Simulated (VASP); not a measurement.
Write the native input for VASP 6.6.1 that does the following.

```
Task                   : single point
Functional             : PBE
Potentials or basis    : VASP PAW PBE potentials, release 64 (Si, W_sv)
Cutoff                 : 520 eV
k mesh                 : 18 × 18 × 18
Occupations            : gaussian, width 0.1 eV
Spin                   : no spin polarisation
Dipole correction      : no
Further INCAR settings : ALGO = Normal; EDIFF = 1e-06; NBANDS = 18
```

The structure of Si2W lies in POSCAR:

```
Si2W
1.0
   -1.6547421000      1.6547421000      4.0004790000
    1.6547421000     -1.6547421000      4.0004790000
    1.6547421000      1.6547421000     -4.0004790000
Si W
2 1
Direct
    0.2941438810      0.2941438810      0.0000000000
    0.7058561190      0.7058561190      0.0000000000
    0.0000000000      0.0000000000      0.0000000000
```

This cell differs from its parent crystal: strained and its atoms moved.

The input as run:

INCAR

```
SYSTEM = Si2W
  PREC = Accurate
  ENCUT = 520
  EDIFF = 1E-6
  ISMEAR = 0
  SIGMA = 0.1
  LREAL = .False.
  LASPH = .True.
  NELM = 100
  ALGO = Normal
  ISIF = 2
  LWAVE = .False.
  LCHARG = .False.
  GGA = PE
  NBANDS = 18
```

KPOINTS

```
regular mesh
0
Gamma
  18 18 18
  0 0 0
```

Potentials or basis: VASP PAW PBE potentials, release 64 (Si, W_sv).

Run with:

```bash
$ cat potpaw_PBE.64/Si/POTCAR potpaw_PBE.64/W_sv/POTCAR > POTCAR
$ mpirun -np 1 vasp_std > vasp.out
```

It gave:

The pressure is -1.5 GPa and the largest force is 4.721 eV/Å. The band gap on the k mesh is zero (bands 11 and 12 overlap by 2.19 eV).

Caveat: the cell differs from its parent crystal (strained and its atoms moved); the stress differs along the axes, from -9 to 13 GPa; spin-orbit coupling is left out, which moves the levels of the heavy elements; forces of over 1 eV/Å act on the atoms, so gaps and moduli don't describe the material at rest.

Wall time 4.8 min on 1 thread of AMD EPYC 9R45 96-Core Processor (Zen 5), on a shared host, peak memory 0.45 GiB.
